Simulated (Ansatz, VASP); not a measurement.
## Ir in VASP and in Ansatz

```xyz
1
Lattice="0.0000 1.9197 1.9197 1.9197 0.0000 1.9197 1.9197 1.9197 0.0000" Properties=species:S:1:pos:R:3 pbc="T T T"
Ir    0.0000    0.0000    0.0000
```

Alike in both runs: task single point; functional PBEsol; k mesh 15 × 15 × 15; occupations fermi-dirac, width 0.05 eV; no spin polarisation.

```csv
,VASP,Ansatz
version,VASP 6.6.1,Ansatz 0.2.0
potentials or method,"VASP PAW PBE potentials, release 64 (Ir), cutoff 520 eV","all-electron LAPW, scalar-relativistic"
```

|  | VASP | Ansatz | Ansatz less VASP |
| --- | --- | --- | --- |
| pressure (GPa) | -1.9 | -2.8 | -0.97 |

VASP's potentials were made for PBE, not for PBEsol. Ansatz ran all-electron here, and VASP with PAW potentials.

Spin-orbit coupling is off throughout.
